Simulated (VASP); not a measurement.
**Si4O: single point with PBE+D3(BJ)**

Si4O, a slab with vacuum:

```
Si O
1.0
     3.83334    0.00000    0.00000
     0.00000    3.83334    0.00000
     0.00000    0.00000   21.20348
Si O
4 1
Cartesian
  0.0000 1.9167 4.0000
  0.0000 0.0000 5.3553
  1.9167 0.0000 6.7680
  1.9167 1.9167 8.1035
  3.8333 2.3958 10.6035
```

```
Program             : VASP 6.6.1
Task                : single point
Functional          : PBE
Dispersion          : D3(BJ)
Potentials or basis : VASP PAW PBE potentials, release 64 (Si, O)
Cutoff              : 520 eV
k mesh              : 7 × 7 × 1
Occupations         : gaussian, width 0.05 eV
Spin                : collinear spin, ferromagnetic start
Starting moments    : [0.0, 0.0, 0.0, 0.0, 2.0] μB
```

| Quantity | Value |
| --- | --- |
| Largest force | 1.231 eV/Å |
| Net moment | 1.48 μB per cell |
| Site moments | Si -0.04, -0.01, -0.00 (each value once); O +1.32 μB |
| Valence electrons inside the program's atomic spheres | Si 1.58, 1.67, 1.55 (each value once); O 4.59 |
| Dispersion energy per atom | -0.198 eV |

Forces on the atoms (eV/Å):
```
Si   0.000  0.020 -0.109
Si   0.000  0.023  0.251
Si   0.000 -0.066  0.062
Si   0.000  0.249  1.007
O    0.000 -0.226 -1.210
```

Levels at points of the mesh, in eV from the Fermi level:
Spin up:
| k point | band 8 | band 9 | band 10 | band 11 | band 12 | band 13 | band 14 | band 15 | band 16 | band 17 |
| --- | --- | --- | --- | --- | --- | --- | --- | --- | --- | --- |
| (0.00, 0.00, 0.00) | -1.79 | -1.58 | -1.27 | -0.64 | 0.63 | 1.30 | 1.76 | 1.95 | 3.03 | 3.36 |
Spin down:
```tsv
k point	band 6	band 7	band 8	band 9	band 10	band 11	band 12	band 13	band 14	band 15
(0.00, 0.00, 0.00)	-1.79	-1.78	-0.67	-0.22	-0.06	0.86	1.00	1.28	1.74	1.94
```

It took 6.6 min on 1 thread of Intel(R) Xeon(R) 6975P-C (Granite Rapids), on a shared host, peak memory 0.59 GiB.
